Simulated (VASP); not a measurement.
Set up this calculation in VASP 6.6.1, as the native input.

```yaml
Task: single point
Functional: r2SCAN
Potentials_or_basis: VASP PAW PBE potentials, release 64 (Al, C)
Cutoff: 660 eV
k_mesh: 9 × 9 × 9
Occupations: gaussian, width 0.0308 eV
Spin: no spin polarisation
Dipole_correction: no
Further_INCAR_settings: ALGO = Normal; EDIFF = 1e-06; NBANDS = 10
```

AlC:

```xyz
2
Lattice="0.0000 2.3647 2.3647 2.3647 0.0000 2.3647 2.3647 2.3647 0.0000" Properties=species:S:1:pos:R:3 pbc="T T T"
Al    0.0000    0.0000    0.0000
C     1.1824    1.1824    1.1824
```

The input as run:

POSCAR

```
AlC
1.0
    0.0000000000      2.3647270000      2.3647270000
    2.3647270000      0.0000000000      2.3647270000
    2.3647270000      2.3647270000      0.0000000000
Al C
1 1
Direct
    0.0000000000      0.0000000000      0.0000000000
    0.2500000000      0.2500000000      0.2500000000
```

INCAR.step1

```
SYSTEM = AlC
  PREC = Accurate
  ENCUT = 660
  ISMEAR = 0
  SIGMA = 0.0308
  LREAL = .False.
  LASPH = .True.
  NELM = 120
  NBANDS = 10
  GGA = PE
  ALGO = Normal
  EDIFF = 1E-5
  LWAVE = .True.
  LCHARG = .False.
  GGA_COMPAT = .False.
```

INCAR.step2

```
SYSTEM = AlC
  PREC = Accurate
  ENCUT = 660
  EDIFF = 1E-6
  ISMEAR = 0
  SIGMA = 0.0308
  LREAL = .False.
  LASPH = .True.
  NELM = 120
  ALGO = Normal
  ISIF = 2
  LWAVE = .False.
  LCHARG = .False.
  METAGGA = R2SCAN
  LMIXTAU = .True.
  NBANDS = 10
  ISTART = 1
  GGA_COMPAT = .False.
```

KPOINTS

```
Automatic mesh
0
Gamma
  9 9 9
  0 0 0
```

Potentials or basis: VASP PAW PBE potentials, release 64 (Al, C).

Run with:

```bash
$ cat potpaw_PBE.64/Al/POTCAR potpaw_PBE.64/C/POTCAR > POTCAR
$ cp INCAR.step1 INCAR
$ mpirun -np 1 vasp_std > vasp.out
$ cp INCAR.step2 INCAR
$ mpirun -np 1 vasp_std > vasp.out
```

It gave:

```
Pressure               : -8.3 GPa
Band gap on the k mesh : zero (an odd number of electrons rules out a gap without spin polarisation)
```

Caveat: the cell stands under tension; the PAW data sets were made with another functional, which shifts forces and pressure a little.

It took 23 s on 1 thread of Intel(R) Xeon(R) 6975P-C (Granite Rapids) (shared host), peak memory 0.16 GiB.
